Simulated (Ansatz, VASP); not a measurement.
## Zr2O in VASP and in Ansatz

POSCAR

```
Zr2O
1.0
    4.8457251933      0.0000000000      0.0000000000
    0.0000000000      4.8457251933      0.0000000000
    0.0000000000      0.0000000000      4.8457251933
Zr O
4 2
Direct
    0.2500000000      0.2500000000      0.7500000000
    0.7500000000      0.2500000000      0.2500000000
    0.2500000000      0.7500000000      0.2500000000
    0.7500000000      0.7500000000      0.7500000000
    0.0000000000      0.0000000000      0.0000000000
    0.5000000000      0.5000000000      0.5000000000
```

File INCAR.step1:

```
ALGO = Normal
EDIFF = 1E-4
ENCUT = 520
GGA = PE
ISMEAR = 0
LASPH = T
LCHARG = F
LREAL = F
LWAVE = T
NBANDS = 39
NELM = 60
PREC = Accurate
SIGMA = 0.15
```

INCAR.step2

```
ALGO = Normal
EDIFF = 1E-7
ENCUT = 520
ISIF = 2
ISMEAR = 0
ISTART = 1
LASPH = T
LCHARG = F
LMIXTAU = T
LREAL = F
LWAVE = F
METAGGA = R2SCAN
NBANDS = 39
NELM = 60
PREC = Accurate
SIGMA = 0.15
```

The input KPOINTS:

```
k-points
0
Gamma
  10 10 10
```

Input for Ansatz:

```yaml
crystal:
  lattice:
    - [4.8457251905, 0.0, 0.0]
    - [0.0, 4.8457251905, 0.0]
    - [0.0, 0.0, 4.8457251905]
  atoms:
    - { symbol: Zr, position: [0.25, 0.25, 0.75] }
    - { symbol: Zr, position: [0.75, 0.25, 0.25] }
    - { symbol: Zr, position: [0.25, 0.75, 0.25] }
    - { symbol: Zr, position: [0.75, 0.75, 0.75] }
    - { symbol: O, position: [0.0, 0.0, 0.0] }
    - { symbol: O, position: [0.5, 0.5, 0.5] }
basis:
  ecutwfc: 500
kpoints:
  mp_grid: { grid: [10, 10, 10] }
hamiltonian:
  xc: r2scan
scf:
  occupations: { method: gaussian, width: 0.15 }
output:
  forces: true
  stress: true
  eigenvalues: true
```

Alike in both runs: task single point; functional r2SCAN; k mesh 10 × 10 × 10; occupations gaussian, width 0.15 eV; no spin polarisation.

|  | VASP | Ansatz |
| --- | --- | --- |
| version | VASP 6.6.1 | Ansatz 0.2.0 |
| potentials or method | VASP PAW PBE potentials, release 64 (Zr_sv, O), cutoff 520 eV | scalar-relativistic, plane waves, PAW |
| valence electrons in the cell | 60 | 60 |

```tsv
	VASP	Ansatz	Ansatz less VASP
gap on the k mesh at the Fermi level (eV)	none	none	-
pressure (GPa)	0.1	-0.1	-0.20
```

VASP's potentials were made for PBE, not for r2SCAN. A gap of «none» marks a metal or a gap that the smearing closes.
